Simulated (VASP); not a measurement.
Tl, 1 atom in the cell. Symmetry: Im-3m, No. 229, cubic system. Conventional cell: a = 3.792 Å, b = 3.792 Å, c = 3.792 Å, α = 90.00°, β = 90.00°, γ = 90.00°. Within 4.3 Å of Tl (site symmetry m-3m) lie 14 Tl at 3.28 to 3.79 Å. 

- Program: VASP 6.6.1
- Task: single point
- Functional: LDA
- Potentials or basis: VASP PAW LDA potentials, release 64 (Tl_d)
- Cutoff: 520 eV
- k mesh: 12 × 12 × 12
- Occupations: fermi-dirac, width 0.1 eV
- Spin: non-collinear spin, zero start, spin-orbit coupling
- Starting moments: [[0.0, 0.0, 0.0]] μB
- Dipole correction: no
- Further INCAR settings: ALGO = Normal; EDIFF = 1e-06; NBANDS = 24

Potentials or basis: VASP PAW LDA potentials, release 64 (Tl_d).

Run with:

```bash
$ cat potpaw_LDA.64/Tl_d/POTCAR > POTCAR
$ mpirun -np 1 vasp_ncl > vasp.out
```

Hardware: 1 thread of Intel(R) Xeon(R) 6975P-C (Granite Rapids), with other jobs on the host.

Q: Estimate the wall time of this run.

A: Run time: 19 s on 1 thread of Intel(R) Xeon(R) 6975P-C (Granite Rapids) (shared host), peak memory 0.21 GiB. Counts: scf iterations 10, k points 72.
